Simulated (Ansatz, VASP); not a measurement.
## One calculation of MgC, two programs

INCAR

```
SYSTEM = MgC
ALGO     = Normal         ! electronic algorithm
EDIFF    = 1E-6           ! SCF threshold, eV
EDIFFG   = -0.04          ! ionic threshold
ENCUT    = 600            ! plane-wave cutoff, eV
GGA      = PE             ! functional
IBRION   = 2              ! ionic algorithm
ISIF     = 3              ! what is computed and relaxed
ISMEAR   = 0              ! smearing method
LASPH    = .TRUE.         ! aspherical terms in the spheres
LCHARG   = .FALSE.        ! write CHGCAR
LREAL    = .FALSE.        ! projectors in reciprocal space
LWAVE    = .FALSE.        ! write WAVECAR
NELM     = 80             ! most SCF steps
NSW      = 90             ! ionic steps
PREC     = Accurate       ! precision mode
SIGMA    = 0.1            ! smearing width, eV
```

KPOINTS

```
k-points
0
G
  6 6 6
  0 0 0
```

POSCAR

```
MgC
1.0
    1.6999846769     -4.4854325427      0.0000000000
    1.6999846769      4.4854325427      0.0000000000
    0.0000000000      0.0000000000      3.3769965879
Mg C
2 2
Direct
    0.8540000000      0.1460000000      0.7500000000
    0.1460000000      0.8540000000      0.2500000000
    0.5500000000      0.4500000000      0.7500000000
    0.4500000000      0.5500000000      0.2500000000
```

Input for Ansatz:

```yaml
crystal:
  lattice:
    - [1.6999846769, -4.4854325427, 0.0]
    - [1.6999846769, 4.4854325427, 0.0]
    - [0.0, 0.0, 3.3769965879]
  atoms:
    - { symbol: Mg, position: [0.854, 0.146, 0.75] }
    - { symbol: Mg, position: [0.146, 0.854, 0.25] }
    - { symbol: C, position: [0.55, 0.45, 0.75] }
    - { symbol: C, position: [0.45, 0.55, 0.25] }
basis:
  ecutwfc: 420
kpoints:
  mp_grid: { grid: [6, 6, 6] }
hamiltonian:
  xc: pbe
scf:
  occupations: { method: gaussian, width: 0.1 }
  lower_state_search: "off"
output:
  forces: true
  stress: true
  eigenvalues: true
relax:
  adjacent_minimum: "off"
  f_tol: 0.04
  max_steps: 70
  cell: { stress_tol: 0.4 }
```

Alike in both runs: task relaxation of cell and atoms; functional PBE; k mesh 6 × 6 × 6; occupations gaussian, width 0.1 eV; no spin polarisation.

|  | VASP | Ansatz |
| --- | --- | --- |
| version | VASP 6.6.1 | Ansatz 0.2.0 |
| potentials or method | VASP PAW PBE potentials, release 64 (Mg, C), cutoff 600 eV | scalar-relativistic, plane waves, PAW |
| valence electrons in the cell | 12 | 28 |

|  | VASP | Ansatz | Ansatz less VASP |
| --- | --- | --- | --- |
| gap on the k mesh at the Fermi level, each at its own relaxed structure (eV) | none | none | - |
| relaxed volume (Å³/atom) | 10.32 | 10.38 | +0.064 |
| relaxed cell length with the largest relative difference (Å) | 4.513 | 4.545 | +0.0318 |

A gap of «none» marks a metal or a gap that the smearing closes. VASP's potentials hold 12 valence electrons a cell and Ansatz's 28, so a difference there can come from the potentials and not from the codes.

Noted on VASP's run: the volume moved by over 15 % at a fixed basis, so the end points are rough.
